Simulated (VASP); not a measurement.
Write the native input for VASP 6.6.1 that does the following.

```yaml
Task: single point
Functional: r2SCAN
Potentials_or_basis: VASP PAW PBE potentials, release 64 (Yb)
Cutoff: 520 eV
k_mesh: 9 × 9 × 9
Occupations: fermi-dirac, width 0.1 eV
Spin: no spin polarisation
Dipole_correction: no
Further_INCAR_settings: ALGO = Normal; EDIFF = 1e-07; NBANDS = 18
```

Crystal: Yb.

```
Yb
1.0
     3.29239    0.00000    0.00000
     0.00000    3.29239    0.00000
     0.00000    0.00000    3.29239
Yb
1
Direct
  0.00000 0.00000 0.00000
```

One way to write it, as run:

POSCAR

```
Yb
1.0
    3.2923902542      0.0000000000      0.0000000000
    0.0000000000      3.2923902542      0.0000000000
    0.0000000000      0.0000000000      3.2923902542
Yb
1
Direct
    0.0000000000      0.0000000000      0.0000000000
```

INCAR.step1

```
PREC     = Accurate       # precision mode
ENCUT    = 520            # plane-wave cutoff, eV
ISMEAR   = -1             # smearing method
SIGMA    = 0.1            # smearing width, eV
LREAL    = F              # projectors in reciprocal space
LASPH    = T              # aspherical terms in the spheres
NELM     = 100            # most SCF steps
NBANDS   = 18             # bands
GGA      = PE             # functional
ALGO     = Normal         # electronic algorithm
EDIFF    = 1E-4           # SCF threshold, eV
LWAVE    = T              # write WAVECAR
LCHARG   = F              # write CHGCAR
```

INCAR.step2

```
PREC     = Accurate       # precision mode
ENCUT    = 520            # plane-wave cutoff, eV
EDIFF    = 1E-7           # SCF threshold, eV
ISMEAR   = -1             # smearing method
SIGMA    = 0.1            # smearing width, eV
LREAL    = F              # projectors in reciprocal space
LASPH    = T              # aspherical terms in the spheres
NELM     = 100            # most SCF steps
ALGO     = Normal         # electronic algorithm
ISIF     = 2              # what is computed and relaxed
LWAVE    = F              # write WAVECAR
LCHARG   = F              # write CHGCAR
METAGGA  = R2SCAN         # meta-GGA
LMIXTAU  = T            
NBANDS   = 18             # bands
ISTART   = 1
```

KPOINTS

```
regular mesh
0
Gamma
  9 9 9
```

Potentials or basis: VASP PAW PBE potentials, release 64 (Yb).

Command:

```sh
$ cat potpaw_PBE.64/Yb/POTCAR > POTCAR
$ cp INCAR.step1 INCAR
$ mpirun -np 1 vasp_std > vasp.out
$ cp INCAR.step2 INCAR
$ mpirun -np 1 vasp_std > vasp.out
```

It gave:

```yaml
Pressure: -0.2 GPa
Band_gap_on_the_k_mesh: zero (band 12 reaches 1.67 eV, above the bottom of band 13 at 1.41 eV)
```

Caveat: the PAW data sets were made with another functional, which shifts forces and pressure a little; spin-orbit coupling is left out, which moves the levels of the heavy elements.

Wall time 88 s on 1 thread of Intel(R) Xeon(R) Platinum 8559C (Emerald Rapids), with other jobs on the host, peak memory 0.16 GiB.
